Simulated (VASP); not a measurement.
# HfBO (P6_3/mmc) in VASP: a series of runs

HfBO is run at these levels: PBE; tasks: single point, relaxation of cell and atoms.

Program: VASP 6.6.1. These are calculated values, not measurements. Logs are shortened: lines on timing, memory, paths and dates and some standing lists are left out, and cuts for length are marked.

## Step 1: The cell of the first run

It takes space group P6_3/mmc (No. 194, hexagonal). The conventional cell has a = 3.558 Å, b = 3.558 Å, c = 7.639 Å, α = 90.00°, β = 90.00°, γ = 120.00°. Within 2.5 Å of Hf (site symmetry -6m2) lie 2 B at 1.91 Å and 3 O at 2.05 Å. B (site symmetry -3m) has 2 Hf at 1.91 Å within 2.5 Å. Within 2.9 Å of O (site symmetry -6m2) lie 3 Hf at 2.05 Å and 6 B at 2.80 Å.

The cell was generated, and may not be a known phase.

## Step 2: Single point, PBE

Contents of INCAR:

```
PREC = Accurate ; ENCUT = 520
EDIFF = 1E-6 ; ISMEAR = 0
SIGMA = 0.1 ; LREAL = F
LASPH = T ; NELM = 100
ALGO = Fast ; ISIF = 2
LWAVE = F ; LCHARG = T
GGA = PE ; LELF = T
LVHAR = T ; NBANDS = 28
```

Contents of KPOINTS:

```
Automatic mesh
0
Gamma
  6 6 2
```

Contents of POSCAR:

```
HfBO
1.0
    3.5581798200      0.0000000000      0.0000000000
   -1.7790899100      3.0814741200      0.0000000000
    0.0000000000      0.0000000000      7.6387100300
Hf B O
2 2 2
Direct
    0.0000000000      0.0000000000      0.2500000000
    0.0000000000      0.0000000000      0.7500000000
    0.0000000000      0.0000000000      0.0000000000
    0.0000000000      0.0000000000      0.5000000000
    0.3333333300      0.6666666700      0.7500000000
    0.6666666700      0.3333333300      0.2500000000
```

Potentials or basis: VASP PAW PBE potentials, release 64 (Hf_pv, B, O).

Started as:

```console
cat potpaw_PBE.64/Hf_pv/POTCAR potpaw_PBE.64/B/POTCAR potpaw_PBE.64/O/POTCAR > POTCAR
mpirun -np 1 vasp_std > vasp.out
```

OUTCAR:

```text
PREC = Accurate
   ENCUT = 520
   EDIFF = 1E-6
   ISMEAR = 0
   LREAL = F
   LASPH = T
   NELM = 100
   ISIF = 2
   GGA = PE

 ion  position               nearest neighbor table
   1  0.000  0.000  0.250-   3 1.91   4 1.91   6 2.05   6 2.05   6 2.05   2 3.82   2 3.82
   2  0.000  0.000  0.750-   3 1.91   4 1.91   5 2.05   5 2.05   5 2.05   1 3.82   1 3.82
   3  0.000  0.000  0.000-   1 1.91   2 1.91
   4  0.000  0.000  0.500-   1 1.91   2 1.91
   5  0.333  0.667  0.750-   2 2.05   2 2.05   2 2.05
   6  0.667  0.333  0.250-   1 2.05   1 2.05   1 2.05

  LATTYP: Found a hexagonal cell.
 ALAT       =     3.5581798200
 C/A-ratio  =     2.1468026959

  Lattice vectors:

 A1 = (   3.5581798200,   0.0000000000,   0.0000000000)
 A2 = (  -1.7790899100,   3.0814741200,   0.0000000000)
 A3 = (   0.0000000000,   0.0000000000,   7.6387100300)

Analysis of symmetry for initial positions (statically):
=====================================================================
 Subroutine PRICEL returns:
 Original cell was already a primitive cell.

 Routine SETGRP: Setting up the symmetry group for a
 hexagonal supercell.

 Subroutine GETGRP returns: Found 24 space group operations
 (whereof 12 operations were pure point group operations)
 out of a pool of 24 trial point group operations.

The static configuration has the point symmetry D_3d.
 The point group associated with its full space group is D_6h.

Analysis of symmetry for dynamics (positions and initial velocities):
=====================================================================
 Subroutine PRICEL returns:
 Original cell was already a primitive cell.

 Routine SETGRP: Setting up the symmetry group for a
 hexagonal supercell.

 Subroutine GETGRP returns: Found 24 space group operations
 (whereof 12 operations were pure point group operations)
 out of a pool of 24 trial point group operations.

The dynamic configuration has the point symmetry D_3d.
 The point group associated with its full space group is D_6h.

 Subroutine INISYM returns: Found 24 space group operations
 (whereof 12 operations are pure point group operations),
 and found     1 'primitive' translations

----------------------------------------------------------------------------------------

                                     Primitive cell

  volume of cell :      83.7542

  direct lattice vectors                    reciprocal lattice vectors
     3.558179820  0.000000000  0.000000000     0.281042570  0.162260003  0.000000000
    -1.779089910  3.081474120  0.000000000     0.000000000  0.324520006  0.000000000
     0.000000000  0.000000000  7.638710030     0.000000000  0.000000000  0.130912156

  length of vectors
     3.558179820  3.558179824  7.638710030     0.324520006  0.324520006  0.130912156

  position of ions in fractional coordinates (direct lattice)
     0.000000000  0.000000000  0.250000000
     0.000000000  0.000000000  0.750000000
     0.000000000  0.000000000  0.000000000
     0.000000000  0.000000000  0.500000000
     0.333333330  0.666666670  0.750000000
     0.666666670  0.333333330  0.250000000

  ion indices of the primitive-cell ions
   primitive index   ion index
                 1           1
                 2           2
                 3           3
                 4           4
                 5           5
                 6           6

----------------------------------------------------------------------------------------

 KPOINTS: Automatic mesh

Automatic generation of k-mesh.
 Grid dimensions read from file:
 generate k-points for:    6    6    2

 Generating k-lattice:

  Cartesian coordinates                     Fractional coordinates (reciprocal lattice)
     0.046840428  0.027043334  0.000000000     0.166666667  0.000000000  0.000000000
     0.000000000  0.054086668  0.000000000     0.000000000  0.166666667  0.000000000
     0.000000000  0.000000000  0.065456078     0.000000000  0.000000000  0.500000000

  Length of vectors
     0.054086668  0.054086668  0.065456078

  Shift w.r.t. Gamma in fractional coordinates (k-lattice)
     0.000000000  0.000000000  0.000000000

 Subroutine IBZKPT returns following result:
 ===========================================

 Found     14 irreducible k-points:

 Following reciprocal coordinates:
            Coordinates               Weight
  0.000000  0.000000  0.000000      1.000000
  0.166667 -0.000000  0.000000      6.000000
  0.333333 -0.000000  0.000000      6.000000
  0.500000 -0.000000  0.000000      3.000000
  0.166667  0.166667  0.000000      6.000000
  0.333333  0.166667  0.000000     12.000000
  0.333333  0.333333  0.000000      2.000000
  0.000000  0.000000  0.500000      1.000000
  0.166667 -0.000000  0.500000      6.000000
  0.333333 -0.000000  0.500000      6.000000
  0.500000 -0.000000  0.500000      3.000000
  0.166667  0.166667  0.500000      6.000000
  0.333333  0.166667  0.500000     12.000000
  0.333333  0.333333  0.500000      2.000000
[... 121 lines left out ...]
      3     -26.8976      2.00000
      4     -26.8857      2.00000
      5     -26.6886      2.00000
      6     -26.6783      2.00000
[... 20 lines left out ...]
     27       9.1305      0.00000
     28       9.4778      0.00000

 k-point     6 :       0.3333    0.1667    0.0000
  band No.  band energies     occupation
      1     -27.1377      2.00000
      2     -27.1376      2.00000
      3     -27.0364      2.00000
      4     -27.0245      2.00000
      5     -26.7442      2.00000
      6     -26.7344      2.00000
[... 20 lines left out ...]
     27       9.4796      0.00000
     28       9.5816      0.00000

 k-point     7 :       0.3333    0.3333    0.0000
  band No.  band energies     occupation
      1     -27.1339      2.00000
      2     -27.1332      2.00000
      3     -27.0330      2.00000
      4     -27.0330      2.00000
      5     -26.8033      2.00000
      6     -26.8033      2.00000
[... 20 lines left out ...]
     27       9.6323      0.00000
     28       9.6323      0.00000

 k-point     8 :       0.0000    0.0000    0.5000
  band No.  band energies     occupation
      1     -27.1706      2.00000
      2     -27.1706      2.00000
      3     -26.6172      2.00000
      4     -26.6172      2.00000
      5     -26.6172      2.00000
      6     -26.6172      2.00000
[... 20 lines left out ...]
     27      10.2674      0.00000
     28      10.2675      0.00000

 k-point     9 :       0.1667   -0.0000    0.5000
  band No.  band energies     occupation
      1     -27.1624      2.00000
      2     -27.1624      2.00000
      3     -26.7363      2.00000
      4     -26.7363      2.00000
      5     -26.6372      2.00000
      6     -26.6372      2.00000
[... 20 lines left out ...]
     27      10.0295      0.00000
     28      10.0452      0.00000

 k-point    10 :       0.3333   -0.0000    0.5000
  band No.  band energies     occupation
      1     -27.1459      2.00000
      2     -27.1459      2.00000
      3     -26.9621      2.00000
      4     -26.9621      2.00000
      5     -26.6769      2.00000
      6     -26.6769      2.00000
[... 20 lines left out ...]
     27       9.3073      0.00000
     28       9.3076      0.00000

 k-point    11 :       0.5000   -0.0000    0.5000
  band No.  band energies     occupation
      1     -27.1377      2.00000
      2     -27.1377      2.00000
      3     -27.0695      2.00000
      4     -27.0695      2.00000
      5     -26.6966      2.00000
      6     -26.6966      2.00000
[... 20 lines left out ...]
     27       9.1001      0.00000
     28       9.1001      0.00000

 k-point    12 :       0.1667    0.1667    0.5000
  band No.  band energies     occupation
      1     -27.1500      2.00000
      2     -27.1500      2.00000
      3     -26.8916      2.00000
      4     -26.8916      2.00000
      5     -26.6835      2.00000
      6     -26.6835      2.00000
[... 20 lines left out ...]
     27       9.6776      0.00000
     28       9.7208      0.00000

 k-point    13 :       0.3333    0.1667    0.5000
  band No.  band energies     occupation
      1     -27.1377      2.00000
      2     -27.1377      2.00000
      3     -27.0304      2.00000
      4     -27.0304      2.00000
      5     -26.7393      2.00000
      6     -26.7393      2.00000
[... 20 lines left out ...]
     27       9.5434      0.00000
     28       9.9439      0.00000

 k-point    14 :       0.3333    0.3333    0.5000
  band No.  band energies     occupation
      1     -27.1335      2.00000
      2     -27.1335      2.00000
      3     -27.0328      2.00000
      4     -27.0328      2.00000
      5     -26.8035      2.00000
      6     -26.8035      2.00000
[... 20 lines left out ...]
     27       9.9339      0.00000
     28       9.9434      0.00000

------------------------ aborting loop because EDIFF is reached ----------------------------------------

  FORCE on cell =-STRESS in cart. coord.  units (eV):
  Direction    XX          YY          ZZ          XY          YZ          ZX
  --------------------------------------------------------------------------------------
  -------------------------------------------------------------------------------------
  Total        2.2232368      2.2232368     39.5385447      0.0000000      0.0000000      0.0000000
  in kB       42.5294590     42.5294591    756.3535000      0.0000000      0.0000000      0.0000000
  external PRESSURE =     280.4708060 kB  Pullay stress =       0.0000000 kB

 VOLUME and BASIS-vectors are now :
 -----------------------------------------------------------------------------
  energy-cutoff  :      520.00
  volume of cell :       83.75
      direct lattice vectors                 reciprocal lattice vectors
     3.558179820  0.000000000  0.000000000     0.281042570  0.162260003  0.000000000
    -1.779089910  3.081474120  0.000000000     0.000000000  0.324520006  0.000000000
     0.000000000  0.000000000  7.638710030     0.000000000  0.000000000  0.130912156

 POSITION                                       TOTAL-FORCE (eV/Angst)
 -----------------------------------------------------------------------------------
      0.00000      0.00000      1.90968         0.000000      0.000000     -0.000000
      0.00000      0.00000      5.72903        -0.000000      0.000000     -0.000000
      0.00000      0.00000      0.00000         0.000000      0.000000     -0.000000
      0.00000      0.00000      3.81936         0.000000      0.000000     -0.000000
     -0.00000      2.05432      5.72903         0.000000      0.000000      0.000000
      1.77909      1.02716      1.90968        -0.000000      0.000000      0.000000
 -----------------------------------------------------------------------------------
    total drift:                                0.000000     -0.000000      0.000000

  FREE ENERGIE OF THE ION-ELECTRON SYSTEM (eV)
  ---------------------------------------------------
  free  energy   TOTEN  =       -41.0476047501 eV

  energy  without entropy=      -41.0315941804  energy(sigma->0) =      -41.03959947
```

It took 1.8 min on 1 thread of Oxide Virtual Turin-like, shared host; peak memory 0.18 GiB.

Results:

- Free energy: -41.0476 eV
- Pressure: 28.0 GPa
- Band gap on the k mesh: zero (bands 19 and 20 overlap by 0.88 eV)

Stress tensor (GPa, compression positive):
```
 4.25  0.00  0.00
 0.00  4.25  0.00
 0.00  0.00 75.64
```

Caveat: the k points lie up to 0.41 Å⁻¹ apart, too coarse for converged energies and pressures of a metal; spin-orbit coupling is left out, which moves the levels of the heavy elements.

## Step 3: Single point, PBE

This run uses another cell than the first one, of 17.30 Å³/atom.

Contents of INCAR:

```
SYSTEM = HfBO
PREC = Accurate
ENCUT = 520
EDIFF = 1E-6
ISMEAR = 0
SIGMA = 0.1
LREAL = .False.
LASPH = .True.
NELM = 100
ALGO = Fast
ISIF = 2
LWAVE = .False.
LCHARG = .True.
GGA = PE
LELF = .True.
LVHAR = .True.
NBANDS = 28
```

Contents of KPOINTS:

```
Automatic mesh
0
Gamma
  12 12 4
  0 0 0
```

Contents of POSCAR:

```
HfBO
1.0
    3.5210270697      0.0000000000      0.0000000000
   -1.7605135349      3.0492988898      0.0000000000
    0.0000000000      0.0000000000      9.6664926610
Hf B O
2 2 2
Direct
    0.0000000000      0.0000000000      0.2500000000
    0.0000000000      0.0000000000      0.7500000000
    0.0000000000      0.0000000000      0.0000000000
    0.0000000000      0.0000000000      0.5000000000
    0.3333333333      0.6666666667      0.7500000000
    0.6666666667      0.3333333333      0.2500000000
```

Potentials or basis: VASP PAW PBE potentials, release 64 (Hf_pv, B, O).

Started as:

```console
cat potpaw_PBE.64/Hf_pv/POTCAR potpaw_PBE.64/B/POTCAR potpaw_PBE.64/O/POTCAR > POTCAR
mpirun -np 1 vasp_std > vasp.out
```

Run time: 5.6 min. Hardware: 1 thread of Oxide Virtual Turin-like, shared host; peak memory 0.29 GiB.

It converged, with:

```
Free energy            : -46.0504 eV
Pressure               : -0.8 GPa
Band gap on the k mesh : zero (bands 19 and 20 overlap by 2.33 eV)
```

Stress tensor (GPa, compression positive):
```
-1.15  0.00  0.00
 0.00 -1.15  0.00
 0.00  0.00 -0.05
```

Levels at points of the mesh, in eV from the Fermi level:
| k point | band 17 | band 18 | band 19 | band 20 | band 21 | band 22 |
| --- | --- | --- | --- | --- | --- | --- |
| (0.00, 0.00, 0.00) | -3.29 | 0.65 | 1.22 | 1.22 | 1.36 | 1.42 |
| (0.50, 0.00, 0.00) | -2.36 | -1.14 | -0.83 | 0.37 | 0.84 | 1.06 |
| (0.00, 0.00, 0.50) | -1.21 | -1.21 | 1.40 | 1.40 | 1.66 | 1.66 |
| (0.50, 0.00, 0.50) | -1.13 | -1.13 | -0.54 | -0.54 | 0.83 | 0.83 |

Caveat: spin-orbit coupling is left out, which moves the levels of the heavy elements.

## Step 4: Relaxation of cell and atoms, PBE

This run uses another cell than the first one, of 17.47 Å³/atom.

Contents of INCAR:

```
SYSTEM = HfBO
ALGO     = Fast           ! electronic algorithm
EDIFF    = 1E-6           ! SCF threshold, eV
EDIFFG   = -0.01          ! ionic threshold
ENCUT    = 600            ! plane-wave cutoff, eV
GGA      = PE             ! functional
IBRION   = 2              ! ionic algorithm
ISIF     = 3              ! what is computed and relaxed
ISMEAR   = 0              ! smearing method
LASPH    = .TRUE.         ! aspherical terms in the spheres
LCHARG   = .FALSE.        ! write CHGCAR
LREAL    = .FALSE.        ! projectors in reciprocal space
LWAVE    = .FALSE.        ! write WAVECAR
NELM     = 80             ! most SCF steps
NSW      = 100            ! ionic steps
PREC     = Accurate       ! precision mode
SIGMA    = 0.1            ! smearing width, eV
```

Contents of KPOINTS:

```
k-points
0
G
  12 12 4
  0 0 0
```

POSCAR, as its differences from that of step 3:

```diff
@@ -2,5 +2,5 @@
 1.0
-    3.5210270697      0.0000000000      0.0000000000
-   -1.7605135349      3.0492988898      0.0000000000
-    0.0000000000      0.0000000000      9.6664926610
+    3.5266497882      0.0000000000      0.0000000000
+   -1.7633248941      3.0541683069      0.0000000000
+    0.0000000000      0.0000000000      9.7317655634
 Hf B O
```

Started as:

```console
cat potpaw_PBE.64/Hf_pv/POTCAR potpaw_PBE.64/B/POTCAR potpaw_PBE.64/O/POTCAR > POTCAR
mpirun -np 1 vasp_std > vasp.out
```

It took 14 min on 1 thread of Oxide Virtual Turin-like, shared host; peak memory 0.33 GiB.

It converged, with:

```yaml
Free_energy: -46.0603 eV
Relaxed_volume: 17.18 Å³/atom
Relaxed_cell: a = 3.510 Å, b = 3.510 Å, c = 9.662 Å, α = 90.00°, β = 90.00°, γ = 120.00°
Space_group_after_relaxing_to_0.1_Å: P6_3/mmc (No. 194)
Energy_gained_by_relaxing: 1.7 meV/atom
Ionic_steps: 5
Pressure_after_relaxing: 0.0 GPa
Band_gap_on_the_k_mesh: zero (bands 19 and 20 overlap by 2.37 eV)
```

Stress tensor (GPa, compression positive):
```
-0.06  0.00  0.00
 0.00 -0.06  0.00
 0.00  0.00  0.09
```

Step by step:
| step | energy change (eV) | largest force (eV/Å) | pressure (GPa) | volume (Å³) |
| --- | --- | --- | --- | --- |
| 1 | 0.0000 | 0.0000 | -1.86 | 104.82 |
| 2 | -0.0020 | 0.0000 | 1.70 | 101.77 |
| 3 | -0.0096 | 0.0000 | -0.02 | 103.19 |
| 4 | -0.0100 | 0.0000 | -0.07 | 103.10 |
| 5 | -0.0099 | 0.0000 | -0.01 | 103.09 |

Final structure:
```
Hf B O
1.0
     3.51004    0.00000    0.00000
    -1.75502    3.03978    0.00000
     0.00000    0.00000    9.66166
Hf B O
2 2 2
Direct
  0.00000 0.00000 0.25000
  0.00000 0.00000 0.75000
  0.00000 0.00000 0.00000
  0.00000 0.00000 0.50000
  0.33333 0.66667 0.75000
  0.66667 0.33333 0.25000
```

Levels at points of the mesh, in eV from the Fermi level:
```csv
k point,band 16,band 17,band 18,band 19,band 20,band 21,band 22,band 23
"(0.00, 0.00, 0.00)",-3.73,-3.30,0.65,1.25,1.25,1.38,1.44,2.67
"(0.50, 0.00, 0.00)",-4.28,-2.36,-1.16,-0.84,0.39,0.84,1.07,1.58
"(0.00, 0.00, 0.50)",-4.82,-1.22,-1.22,1.43,1.43,1.68,1.68,1.68
"(0.50, 0.00, 0.50)",-5.10,-1.14,-1.14,-0.54,-0.54,0.85,0.85,1.08
```

Caveat: spin-orbit coupling is left out, which moves the levels of the heavy elements.

## Step 5: Overview

```tsv
task	cell	k mesh	cutoff (eV)	gap on the mesh (eV)	pressure (GPa)
single point	a = 3.558, b = 3.558, c = 7.639 Å, angles 90.0, 90.0, 120.0°, 6 atoms	6 × 6 × 2	520	none	28.0
single point	a = 3.521, b = 3.521, c = 9.666 Å, angles 90.0, 90.0, 120.0°, 6 atoms	12 × 12 × 4	520	none	-0.8
relaxation of cell and atoms	relaxed from a = 3.527, b = 3.527, c = 9.732 Å, angles 90.0, 90.0, 120.0°, 6 atoms	12 × 12 × 4	600	none	0.0
```

Alike in all rows: level PBE; potentials or basis VASP PAW PBE potentials, release 64 (Hf_pv, B, O); no spin polarisation; smearing gaussian 0.1 eV.

Caveats: some runs use coarse meshes; spin-orbit coupling is left out, which moves the levels of the heavy elements.

Absolute energies hang on the potentials; compare differences alone.
